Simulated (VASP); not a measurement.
Input of a VASP 6.6.1 run:

File INCAR:

```
  PREC = Accurate
  ENCUT = 520
  EDIFF = 1E-8
  ISMEAR = -1
  SIGMA = 0.05
  LREAL = F
  LASPH = T
  NELM = 80
  ALGO = Normal
  ISIF = 2
  LWAVE = F
  LCHARG = F
  GGA = CA
  LEFG = T
  NBANDS = 11
```

The input KPOINTS:

```
regular mesh
0
Gamma
  14 14 14
```

Contents of POSCAR:

```
Hf
1.0
   -1.7674920948      1.7674920948      1.7674920948
    1.7674920948     -1.7674920948      1.7674920948
    1.7674920948      1.7674920948     -1.7674920948
Hf
1
Direct
    0.0000000000      0.0000000000      0.0000000000
```

Potentials or basis: VASP PAW LDA potentials, release 64 (Hf_pv).

The run is started by

```sh
$ cat potpaw_LDA.64/Hf_pv/POTCAR > POTCAR
$ mpirun -np 1 vasp_std > vasp.out
```

**Question.** What does it give for the pressure?

**Answer.** -7.9 GPa.

**Question.** Estimate the band gap on the k mesh.

**Answer.** Zero (band 5 reaches 5.99 eV, above the bottom of band 6 at 3.78 eV).

Caveat: without QUAD_EFG the Cq values of the log hold for a quadrupole moment of 1 mb, not for the nuclei; spin-orbit coupling is left out, which moves the levels of the heavy elements.
